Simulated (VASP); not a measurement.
Here is a VASP 6.6.1 calculation.

The input INCAR:

```
  PREC = Accurate
  ENCUT = 520
  EDIFF = 1E-7
  ISMEAR = 0
  SIGMA = 0.15
  LREAL = F
  LASPH = T
  NELM = 80
  ALGO = Fast
  ISIF = 2
  LWAVE = F
  LCHARG = F
  GGA = CA
  NBANDS = 11
```

KPOINTS

```
Automatic mesh
0
Gamma
  14 14 8
```

Contents of POSCAR:

```
Ba
1.0
    1.9550000000     -3.6500000000     -0.0182500000
    1.9550000000      3.6500000000      0.0182500000
    0.0000000000      0.0285000000      5.7000000000
Ba
1
Direct
    0.0000000000      0.0000000000      0.0000000000
```

Potentials or basis: VASP PAW LDA potentials, release 64 (Ba_sv).

The run is started by

```bash
$ cat potpaw_LDA.64/Ba_sv/POTCAR > POTCAR
$ mpirun -np 1 vasp_std > vasp.out
```

What does it give for the pressure?

-0.3 GPa.

Estimate the band gap on the k mesh.

zero (bands 5 and 6 overlap by 1.09 eV).

Stress tensor (GPa, compression positive):
```
 1.39  0.00  0.00
 0.00 -0.07  0.01
 0.00  0.01 -2.30
```

Caveat: the cell differs from its parent crystal (strain +0.0100 x Voigt [0, 0, 0, 1, 0, 0]); spin-orbit coupling is left out, which moves the levels of the heavy elements.
